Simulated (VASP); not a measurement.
# BeCd2S3 (Cmmm) in VASP: notebook

BeCd2S3 is run at these levels: PBE; tasks: single point, relaxation of cell and atoms.

Program: VASP 6.6.1. These are calculated values, not measurements. Logs are shortened: lines on timing, memory, paths and dates and some standing lists are left out, and cuts for length are marked.

**1. The cell of the first run**

It takes space group Cmmm (No. 65, orthorhombic). Conventional cell: a = 4.226 Å, b = 14.192 Å, c = 4.373 Å, α = 90.00°, β = 90.00°, γ = 90.00°. Within 3.7 Å of Be (site symmetry mmm) lie 4 Cd at 2.82 Å and 8 S at 3.04 to 3.37 Å. Cd (site symmetry m2m) has 8 S at 2.76 to 3.47 Å and 2 Be at 2.82 Å and 1 Cd at 3.55 Å within 3.6 Å. S (site symmetry mmm) has 4 Cd at 2.76 Å and 4 Be at 3.04 Å and 4 S at 3.42 Å within 3.6 Å. Within 3.7 Å of S (site symmetry m2m) lie 4 S at 2.80 to 3.42 Å and 6 Cd at 3.16 to 3.47 Å and 2 Be at 3.37 Å.

**2. Single point, PBE**

INCAR

```
SYSTEM = BeCd2S3
PREC = Accurate
ENCUT = 520
EDIFF = 1E-6
ISMEAR = 0
SIGMA = 0.1
LREAL = .FALSE.
LASPH = .TRUE.
NELM = 80
ALGO = Normal
ISIF = 2
LWAVE = .FALSE.
LCHARG = .FALSE.
GGA = PE
NBANDS = 31
```

KPOINTS

```
Automatic mesh
0
G
  4 4 4
  0 0 0
```

POSCAR

```
BeCd2S3
1.0
    2.1127876900     -7.0962108800      0.0000000000
    2.1127876900      7.0962108800      0.0000000000
    0.0000000000      0.0000000000      4.3725522100
Be Cd S
1 2 3
Direct
    0.0000000000      0.0000000000      0.0000000000
    0.1250000000      0.8750000000      0.5000000000
    0.8750000000      0.1250000000      0.5000000000
    0.5000000000      0.5000000000      0.5000000000
    0.3150000000      0.6850000000      0.0000000000
    0.6850000000      0.3150000000      0.0000000000
```

Potentials or basis: VASP PAW PBE potentials, release 64 (Be, Cd, S).

The run is started by

```bash
> cat potpaw_PBE.64/Be/POTCAR potpaw_PBE.64/Cd/POTCAR potpaw_PBE.64/S/POTCAR > POTCAR
> mpirun -np 1 vasp_std > vasp.out
```

OUTCAR:

```text
SYSTEM = BeCd2S3
   PREC = Accurate
   ENCUT = 520
   EDIFF = 1E-6
   ISMEAR = 0
   LREAL = .FALSE.
   LASPH = .TRUE.
   NELM = 80
   ISIF = 2
   GGA = PE

 ion  position               nearest neighbor table
   1  0.000  0.000  0.000-   2 2.82   3 2.82   2 2.82   3 2.82
   2  0.125  0.875  0.500-   4 2.76   4 2.76   1 2.82   1 2.82   6 3.16   6 3.16   6 3.16   6 3.16
                             3 3.55
   3  0.875  0.125  0.500-   4 2.76   4 2.76   1 2.82   1 2.82   5 3.16   5 3.16   5 3.16   5 3.16
                             2 3.55
   4  0.500  0.500  0.500-   2 2.76   3 2.76   2 2.76   3 2.76
   5  0.315  0.685  0.000-   3 3.16   3 3.16   3 3.16   3 3.16
   6  0.685  0.315  0.000-   2 3.16   2 3.16   2 3.16   2 3.16

  LATTYP: Found a base centered orthorhombic cell.
 ALAT       =     4.2255753800
 B/A-ratio  =     3.3586956766
 C/A-ratio  =     1.0347826785

  Lattice vectors:

 A1 = (   2.1127876900,  -7.0962108800,   0.0000000000)
 A2 = (   2.1127876900,   7.0962108800,   0.0000000000)
 A3 = (   0.0000000000,   0.0000000000,   4.3725522100)

Analysis of symmetry for initial positions (statically):
=====================================================================
 Subroutine PRICEL returns:
 Original cell was already a primitive cell.

 Routine SETGRP: Setting up the symmetry group for a
 base centered orthorhombic supercell.

 Subroutine GETGRP returns: Found  8 space group operations
 (whereof  8 operations were pure point group operations)
 out of a pool of  8 trial point group operations.

The static configuration has the point symmetry D_2h.

Analysis of symmetry for dynamics (positions and initial velocities):
=====================================================================
 Subroutine PRICEL returns:
 Original cell was already a primitive cell.

 Routine SETGRP: Setting up the symmetry group for a
 base centered orthorhombic supercell.

 Subroutine GETGRP returns: Found  8 space group operations
 (whereof  8 operations were pure point group operations)
 out of a pool of  8 trial point group operations.

The dynamic configuration has the point symmetry D_2h.

 Subroutine INISYM returns: Found  8 space group operations
 (whereof  8 operations are pure point group operations),
 and found     1 'primitive' translations

----------------------------------------------------------------------------------------

                                     Primitive cell

  volume of cell :     131.1135

  direct lattice vectors                    reciprocal lattice vectors
     2.112787690 -7.096210880  0.000000000     0.236654162 -0.070460138  0.000000000
     2.112787690  7.096210880  0.000000000     0.236654162  0.070460138  0.000000000
     0.000000000  0.000000000  4.372552210     0.000000000  0.000000000  0.228699385

  length of vectors
     7.404058392  7.404058392  4.372552210     0.246920682  0.246920682  0.228699385

  position of ions in fractional coordinates (direct lattice)
     0.000000000  0.000000000  0.000000000
     0.125000000  0.875000000  0.500000000
     0.875000000  0.125000000  0.500000000
     0.500000000  0.500000000  0.500000000
     0.315000000  0.685000000  0.000000000
     0.685000000  0.315000000  0.000000000

  ion indices of the primitive-cell ions
   primitive index   ion index
                 1           1
                 2           2
                 3           3
                 4           4
                 5           5
                 6           6

----------------------------------------------------------------------------------------

 KPOINTS: Automatic mesh

Automatic generation of k-mesh.
 Grid dimensions read from file:
 generate k-points for:    4    4    4

 Generating k-lattice:

  Cartesian coordinates                     Fractional coordinates (reciprocal lattice)
     0.059163540 -0.017615035  0.000000000     0.250000000 -0.000000000  0.000000000
     0.059163540  0.017615035  0.000000000    -0.000000000  0.250000000  0.000000000
     0.000000000  0.000000000  0.057174846     0.000000000  0.000000000  0.250000000

  Length of vectors
     0.061730171  0.061730171  0.057174846

  Shift w.r.t. Gamma in fractional coordinates (k-lattice)
     0.000000000  0.000000000  0.000000000

 Subroutine IBZKPT returns following result:
 ===========================================

 Found     21 irreducible k-points:

 Following reciprocal coordinates:
            Coordinates               Weight
  0.000000  0.000000  0.000000      1.000000
  0.250000  0.000000  0.000000      4.000000
  0.500000  0.000000  0.000000      2.000000
  0.250000  0.250000  0.000000      2.000000
  0.500000  0.250000  0.000000      4.000000
 -0.250000  0.250000  0.000000      2.000000
[... 13 lines left out ...]
 -0.250000  0.250000  0.500000      2.000000
  0.500000  0.500000  0.500000      1.000000
   k-points           NKPTS =     21   k-points in BZ     NKDIM =     21   number of bands    NBANDS=     31
   number of dos      NEDOS =    301   number of ions     NIONS =      6
   total plane-waves  NPLWV = 112896
   dimension x,y,z NGX =    56 NGY =   56 NGZ =   36
   dimension x,y,z NGXF=   112 NGYF=  112 NGZF=   72
   ions per type =               1   2   3
   NGX,Y,Z   is equivalent  to a cutoff of  12.57, 12.57, 13.69 a.u.
   NGXF,Y,Z  is equivalent  to a cutoff of  25.15, 25.15, 27.37 a.u.
 SYSTEM =  BeCd2S3
   PREC   = accura    normal or accurate (medium, high low for compatibility)
   ISTART =      0    job   : 0-new  1-cont  2-samecut
   ICHARG =      2    charge: 1-file 2-atom 10-const
   ISPIN  =      1    spin polarized calculation?
   LNONCOLLINEAR =      F non collinear calculations
   LSORBIT =      F    spin-orbit coupling
   LASPH  =      T    aspherical Exc in radial PAW
   ENCUT  =  520.0 eV  38.22 Ry    6.18 a.u.  13.77 13.77  8.13*2*pi/ulx,y,z
   NELM   =     80;   NELMIN=  2; NELMDL= -5     # of ELM steps
   EDIFF  = 0.1E-05   stopping-criterion for ELM
   LREAL  =      F    real-space projection
   EDIFFG = 0.1E-04   stopping-criterion for IOM
   NSW    =      0    number of steps for IOM
   IBRION =     -1    ionic relax: 0-MD 1-quasi-New 2-CG
   NFREE  =      0    steps in history (QN), initial steepest desc. (CG)
   ISIF   =      2    stress and relaxation
   ISYM   =      2    0-nonsym 1-usesym 2-fastsym
   POTIM  = 0.5000    time-step for ionic-motion
   TEBEG  =    0.0;   TEEND  =   0.0 temperature during run
   PSTRESS=    0.0 pullay stress
   NELECT =      44.0000    total number of electrons
   NUPDOWN=      -1.0000    fix difference up-down
   EMIN   =  10.00;   EMAX   =-10.00  energy-range for DOS
   EFERMI =   0.00;   METHOD = LEGACY
   ISMEAR =     0;   SIGMA  =   0.10  broadening in eV -4-tet -1-fermi 0-gaus
   EFERMI_NEDOS =   21; number of points for ismear=-14 and -15
   IALGO  =     38    algorithm
   IMIX   =      4    mixing-type and parameters
     AMIX     =   0.40;   BMIX     =  1.00
     AMIX_MAG =   1.60;   BMIX_MAG =  1.00
  volume/ion in A,a.u.               =      21.85       147.47
  Fermi-wavevector in a.u.,A,eV,Ry     =   1.137653  2.149853 17.609409  1.294255
  Thomas-Fermi vector in A             =   2.274358
   LORBIT       =      0    0 simple, 1 ext, 2 COOP (PROOUT), +10 PAW based schemes
   GGA     = PE    functional components
   LHFCALC =     F    Hartree Fock is set to
   AEXX    =    0.0000 exact exchange contribution
   IVDW    =     0    specifies the selected vdW correction
   LEPSILON=     F    determine dielectric tensor
   LRPA    =     F    only Hartree local field effects (RPA)
 non-spin polarized calculation
 Gauss-broadening in eV      SIGMA  =   0.10
  energy-cutoff  :      520.00
  volume of cell :      131.11
 maximum number of plane-waves:      3552
   NGX = 27   NGY = 27   NGZ = 17

 number of electron      43.9999994 magnetization

 Free energy of the ion-electron system (eV)
  ---------------------------------------------------
  ext. energy  EPLUGINS =         0.00000000
  ---------------------------------------------------
  free energy    TOTEN  =       -14.04534007 eV

  energy without entropy =      -14.01936236  energy(sigma->0) =      -14.03235122

 E-fermi :   2.9167     XC(G=0):  -9.6335

 val. band max:        2.8670651210   @ k =  -0.2500   0.2500   0.5000
 cond. band min:       2.9344349462   @ k =   0.2500   0.0000   0.5000
 fundamental gap:      0.0673698252
 Fermi energy:         2.9167157723

 k-point     1 :       0.0000    0.0000    0.0000
  band No.  band energies     occupation
      1     -10.4382      2.00000
      2      -9.5528      2.00000
      3      -8.2533      2.00000
      4      -5.8164      2.00000
      5      -5.7732      2.00000
      6      -5.7510      2.00000
[... 23 lines left out ...]
     30       8.3454      0.00000
     31       8.4788      0.00000

 k-point     2 :       0.2500    0.0000    0.0000
  band No.  band energies     occupation
      1     -10.1873      2.00000
      2      -9.4520      2.00000
      3      -8.4017      2.00000
      4      -5.8560      2.00000
      5      -5.7502      2.00000
      6      -5.6849      2.00000
[... 23 lines left out ...]
     30       8.1534      0.00000
     31       8.8405      0.00000

 k-point     3 :       0.5000    0.0000    0.0000
  band No.  band energies     occupation
      1      -9.9022      2.00000
      2      -9.0638      2.00000
      3      -8.9027      2.00000
      4      -5.8314      2.00000
      5      -5.7272      2.00000
      6      -5.6672      2.00000
[... 23 lines left out ...]
     30       7.9468      0.00000
     31       8.7038      0.00000

 k-point     4 :       0.2500    0.2500    0.0000
  band No.  band energies     occupation
      1      -9.9023      2.00000
      2      -9.0630      2.00000
      3      -8.9035      2.00000
      4      -5.8289      2.00000
      5      -5.7282      2.00000
      6      -5.6794      2.00000
[... 23 lines left out ...]
     30       7.6988      0.00000
     31       8.9204      0.00000

 k-point     5 :       0.5000    0.2500    0.0000
  band No.  band energies     occupation
      1     -10.0399      2.00000
      2      -9.7027      2.00000
      3      -8.2885      2.00000
      4      -5.8244      2.00000
      5      -5.7313      2.00000
      6      -5.6743      2.00000
[... 23 lines left out ...]
     30       8.6633      0.00000
     31       9.0196      0.00000
[... 440 lines left out ...]
     30       9.3371      0.00000
     31      10.8099      0.00000

 k-point    19 :       0.5000    0.2500    0.5000
  band No.  band energies     occupation
      1      -9.7575      2.00000
      2      -9.6579      2.00000
      3      -8.3587      2.00000
      4      -5.8032      2.00000
      5      -5.7976      2.00000
      6      -5.6855      2.00000
[... 23 lines left out ...]
     30       9.1274      0.00000
     31       9.4260      0.00000

 k-point    20 :      -0.2500    0.2500    0.5000
  band No.  band energies     occupation
      1      -9.9208      2.00000
      2      -9.8519      2.00000
      3      -8.0548      2.00000
      4      -5.8290      2.00000
      5      -5.8229      2.00000
      6      -5.7603      2.00000
[... 23 lines left out ...]
     30       8.6618      0.00000
     31       9.4374      0.00000

 k-point    21 :       0.5000    0.5000    0.5000
  band No.  band energies     occupation
      1      -9.9143      2.00000
      2      -9.8488      2.00000
      3      -8.0762      2.00000
      4      -5.8501      2.00000
      5      -5.8126      2.00000
      6      -5.7641      2.00000
[... 23 lines left out ...]
     30       8.5287      0.00000
     31       8.5990      0.00000

------------------------ aborting loop because EDIFF is reached ----------------------------------------

  FORCE on cell =-STRESS in cart. coord.  units (eV):
  Direction    XX          YY          ZZ          XY          YZ          ZX
  --------------------------------------------------------------------------------------
  -------------------------------------------------------------------------------------
  Total       -8.9519787      0.3374244     -6.2318498      0.0000000      0.0000000      0.0000000
  in kB     -109.3911665      4.1232507    -76.1518035      0.0000000      0.0000000      0.0000000
  external PRESSURE =     -60.4732398 kB  Pullay stress =       0.0000000 kB

 VOLUME and BASIS-vectors are now :
 -----------------------------------------------------------------------------
  energy-cutoff  :      520.00
  volume of cell :      131.11
      direct lattice vectors                 reciprocal lattice vectors
     2.112787690 -7.096210880  0.000000000     0.236654162 -0.070460138  0.000000000
     2.112787690  7.096210880  0.000000000     0.236654162  0.070460138  0.000000000
     0.000000000  0.000000000  4.372552210     0.000000000  0.000000000  0.228699385

 POSITION                                       TOTAL-FORCE (eV/Angst)
 -----------------------------------------------------------------------------------
      0.00000      0.00000      0.00000         0.000000     -0.000000     -0.000000
      2.11279      5.32216      2.18628        -0.000000     -0.416848     -0.000000
      2.11279     -5.32216      2.18628        -0.000000      0.416848      0.000000
      2.11279      0.00000      2.18628        -0.000000     -0.000000     -0.000000
      2.11279      2.62560      0.00000        -0.000000      0.148601     -0.000000
      2.11279     -2.62560      0.00000        -0.000000     -0.148601     -0.000000
 -----------------------------------------------------------------------------------
    total drift:                                0.000000     -0.000000     -0.000000

  FREE ENERGIE OF THE ION-ELECTRON SYSTEM (eV)
  ---------------------------------------------------
  free  energy   TOTEN  =       -14.0453400674 eV

  energy  without entropy=      -14.0193623630  energy(sigma->0) =      -14.03235122
```

Run time: 62 s. Hardware: 1 thread of Intel Xeon 6975P-C (Granite Rapids), shared host; peak memory 0.35 GiB.

Results:

```
Free energy            : -14.0453 eV
Pressure               : -6.0 GPa
Largest force          : 0.417 eV/Å
Band gap on the k mesh : zero (band 22 reaches 3.13 eV, above the bottom of band 23 at 2.63 eV)
```

Forces in eV/Å, atoms in the order of the input:
```
Be   0.000  0.000  0.000
Cd   0.000 -0.417  0.000
Cd   0.000  0.417  0.000
S    0.000  0.000  0.000
S    0.000  0.149  0.000
S    0.000 -0.149  0.000
```

Stress tensor (GPa, compression positive):
```
-10.94   0.00   0.00
  0.00   0.41   0.00
  0.00   0.00  -7.62
```

Caveat: the k points lie up to 0.39 Å⁻¹ apart.

**3. Single point, PBE**

This run uses another cell than the first one, of 24.73 Å³/atom, 1.132 times its volume.

INCAR

```
  PREC = Accurate
  ENCUT = 520
  EDIFF = 1E-6
  ISMEAR = 0
  SIGMA = 0.1
  LREAL = F
  LASPH = T
  NELM = 100
  ALGO = Normal
  ISIF = 2
  LWAVE = F
  LCHARG = T
  GGA = PE
  LELF = T
  LVHAR = T
  NBANDS = 31
```

KPOINTS

```
regular mesh
0
Gamma
  4 4 4
```

POSCAR

```
BeCd2S3
1.0
    1.7444463422    -12.0304185117      0.0000000000
    1.7444463422     12.0304185117      0.0000000000
    0.0000000000      0.0000000000      3.5357092450
Be Cd S
1 2 3
Direct
    0.0000000000      0.0000000000      0.0000000000
    0.1445041774      0.8554958226      0.5000000000
    0.8554958226      0.1445041774      0.5000000000
    0.5000000000      0.5000000000      0.5000000000
    0.3392479461      0.6607520539      0.0000000000
    0.6607520539      0.3392479461      0.0000000000
```

Potentials or basis: VASP PAW PBE potentials, release 64 (Be, Cd, S).

The run is started by

```bash
> cat potpaw_PBE.64/Be/POTCAR potpaw_PBE.64/Cd/POTCAR potpaw_PBE.64/S/POTCAR > POTCAR
> mpirun -np 1 vasp_std > vasp.out
```

Run time: 2.2 min. Hardware: 1 thread of Intel Xeon 6975P-C (Granite Rapids), shared host; peak memory 0.5 GiB.

It converged, with:

* Free energy: -17.7296 eV
* Pressure: 0.2 GPa
* Band gap on the k mesh: zero (band 22 reaches 2.20 eV, above the bottom of band 23 at 1.16 eV)

Forces on the atoms (eV/Å):
```
Be   0.000  0.000  0.000
Cd   0.000  0.002  0.000
Cd   0.000 -0.002  0.000
S    0.000  0.000  0.000
S    0.000  0.003  0.000
S    0.000 -0.003  0.000
```

Stress tensor (GPa, compression positive):
```
0.35 0.00 0.00
0.00 0.02 0.00
0.00 0.00 0.36
```

Levels at points of the mesh, in eV from the Fermi level:
```tsv
k point	band 18	band 19	band 20	band 21	band 22	band 23	band 24	band 25	band 26	band 27
(0.00, 0.00, 0.00)	-2.12	-2.12	-2.10	-1.99	-1.94	0.15	1.07	1.30	3.93	4.54
(0.50, 0.00, 0.00)	-1.78	-1.41	-1.22	0.03	0.03	0.43	2.17	3.09	3.12	4.10
(0.50, 0.50, 0.00)	-2.27	-2.14	-2.10	-1.97	-1.96	0.34	0.95	1.31	3.93	4.55
(0.00, 0.00, 0.50)	-1.95	-1.74	-1.15	0.06	0.08	1.48	1.77	3.12	3.33	3.33
(0.50, 0.00, 0.50)	-4.64	-4.61	-1.47	-1.36	-1.31	-0.96	-0.57	-0.47	2.85	4.26
(0.50, 0.50, 0.50)	-2.05	-1.62	-1.15	0.06	0.08	1.40	2.10	2.59	3.33	3.43
```

Caveat: the k points lie up to 0.45 Å⁻¹ apart.

**4. Single point, PBE**

This run uses another cell than the first one, of 24.73 Å³/atom, 1.132 times its volume.

INCAR

```
SYSTEM = BeCd2S3
  ALGO = Normal
  EDIFF = 1E-7
  ENCUT = 520
  GGA = PE
  ISIF = 2
  ISMEAR = 0
  LASPH = .TRUE.
  LCHARG = .FALSE.
  LREAL = .FALSE.
  LWAVE = .FALSE.
  NBANDS = 31
  NELM = 60
  PREC = Accurate
  SIGMA = 0.1
```

KPOINTS

```
k-points
0
G
  6 6 6
  0 0 0
```

POSCAR is that of step 3.

The run is started by

```bash
> cat potpaw_PBE.64/Be/POTCAR potpaw_PBE.64/Cd/POTCAR potpaw_PBE.64/S/POTCAR > POTCAR
> mpirun -np 1 vasp_std > vasp.out
```

Wall time 6.4 min (1 thread of Intel Xeon 6975P-C (Granite Rapids), shared host); peak memory 0.63 GiB.

It converged, with:

```
Free energy            : -17.7771 eV
Pressure               : 0.4 GPa
Largest force          : 0.030 eV/Å
Band gap on the k mesh : zero (band 22 reaches 2.28 eV, above the bottom of band 23 at 1.11 eV)
```

Forces on the atoms (eV/Å):
```
Be   0.000  0.000  0.000
Cd   0.000  0.023  0.000
Cd   0.000 -0.023  0.000
S    0.000  0.000  0.000
S    0.000  0.030  0.000
S    0.000 -0.030  0.000
```

Stress tensor (GPa, compression positive):
```
0.57 0.00 0.00
0.00 0.13 0.00
0.00 0.00 0.61
```

Levels at points of the mesh, in eV from the Fermi level:
```csv
k point,band 19,band 20,band 21,band 22,band 23,band 24,band 25,band 26
"(0.00, 0.00, 0.00)",-1.75,-1.74,-1.60,-1.56,0.44,1.38,1.64,4.21
"(0.50, 0.00, 0.00)",-1.07,-0.99,0.41,0.41,0.71,2.48,3.33,3.37
"(0.50, 0.50, 0.00)",-1.77,-1.73,-1.58,-1.58,0.61,1.29,1.64,4.20
"(0.00, 0.00, 0.50)",-1.38,-0.92,0.45,0.47,1.76,2.07,3.43,3.59
"(0.50, 0.00, 0.50)",-4.25,-1.23,-0.98,-0.93,-0.70,-0.25,-0.15,3.12
"(0.50, 0.50, 0.50)",-1.25,-0.92,0.45,0.47,1.67,2.40,2.90,3.59
```

(Continued in part 2 of 2.)
